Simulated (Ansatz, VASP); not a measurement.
One calculation of Ge3Pd, two programs

```
Ge Pd
1.0
     4.19653    0.00000    0.00000
     0.00000    4.19653    0.00000
     0.00000    0.00000    4.19653
Ge Pd
3 1
Direct
  0.00000 0.50000 0.50000
  0.50000 0.00000 0.50000
  0.50000 0.50000 0.00000
  0.00000 0.00000 0.00000
```

Alike in both runs: task single point; functional LDA; k mesh 6 × 6 × 6; no spin polarisation.

```csv
,VASP,Ansatz
version,VASP 6.6.1,Ansatz 0.2.0
potentials or method,"VASP PAW LDA potentials, release 64 (Ge_d, Pd), cutoff 520 eV","plane waves, PAW"
occupations,"fermi-dirac, width 0.1 eV",fermi-dirac
valence electrons in the cell,52,60
```

|  | VASP | Ansatz | Ansatz less VASP |
| --- | --- | --- | --- |
| pressure (GPa) | -9.1 | -9.4 | -0.22 |

LDA's correlation is that of Perdew and Zunger in VASP and of Perdew and Wang (1992) in Ansatz. VASP's potentials hold 52 valence electrons a cell and Ansatz's 60, so a difference there can come from the potentials and not from the codes. Ansatz's warnings: stress scf threshold loose.
